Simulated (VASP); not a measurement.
Here is a VASP 6.6.1 calculation.

INCAR

```
SYSTEM = NbAs
ALGO     = Normal         ! electronic algorithm
EDIFF    = 1E-7           ! SCF threshold, eV
ENCUT    = 520            ! plane-wave cutoff, eV
GGA      = PE             ! functional
ISIF     = 2              ! what is computed and relaxed
ISMEAR   = -1             ! smearing method
LASPH    = .True.         ! aspherical terms in the spheres
LCHARG   = .False.        ! write CHGCAR
LREAL    = .False.        ! projectors in reciprocal space
LWAVE    = .False.        ! write WAVECAR
NBANDS   = 16             ! bands
NELM     = 80             ! most SCF steps
PREC     = Accurate       ! precision mode
SIGMA    = 0.05           ! smearing width, eV
```

File KPOINTS:

```
k-points
0
Gamma
  11 11 11
  0 0 0
```

POSCAR

```
NbAs
1.0
    0.0000000000      2.6550691208      2.6550691208
    2.6550691208      0.0000000000      2.6550691208
    2.6550691208      2.6550691208      0.0000000000
Nb As
1 1
Direct
    0.0000000000      0.0000000000      0.0000000000
    0.5000000000      0.5000000000      0.5000000000
```

Potentials or basis: VASP PAW PBE potentials, release 64 (Nb_sv, As).

Command:

```console
$ cat potpaw_PBE.64/Nb_sv/POTCAR potpaw_PBE.64/As/POTCAR > POTCAR
$ mpirun -np 1 vasp_std > vasp.out
```

Task: Estimate the pressure.

Result: -2.7 GPa.

Task: Predict the band gap on the k mesh.

Result: Zero (band 9 reaches 9.96 eV, above the bottom of band 10 at 8.22 eV).
